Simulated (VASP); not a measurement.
Runs of VASP 6.6.1 on H4C. The structure is that of space group I-42m (No. 121), or close to it. The cells are those of the table. 

```tsv
cell	gap on the mesh (eV)	pressure (GPa)	largest force (eV/Å)
a = 4.223 Å, angles 112.2, 108.1, 108.1°, 5 atoms	7.19	3.2	1.04
a = 4.422 Å, angles 104.9, 111.8, 111.8°, 5 atoms	6.86	-3.0	0.71
a = 4.155 Å, angles 115.1, 106.8, 106.8°, 5 atoms	7.07	6.1	1.76
a = 4.441 Å, angles 104.2, 112.1, 112.1°, 5 atoms	6.80	(a)	0.85
a = 4.404 Å, angles 105.5, 111.5, 111.5°, 5 atoms	(b)	-2.5	0.57
a = 4.189 Å, angles 113.6, 107.4, 107.4°, 5 atoms	7.14	4.6	1.39
```

Alike in all rows: task single point; level LDA; potentials or basis VASP PAW LDA potentials, release 64 (H, C); no spin polarisation; k mesh 6 × 6 × 6; cutoff (eV) 520; smearing gaussian 0.05 eV.

Q: Fill in the values left out.

A: (a) -3.5; (b) 6.92.

Caveats: forces of over 1 eV/Å act on the atoms, so gaps and moduli don't describe the material at rest (some runs).

A k mesh can miss the band edges.
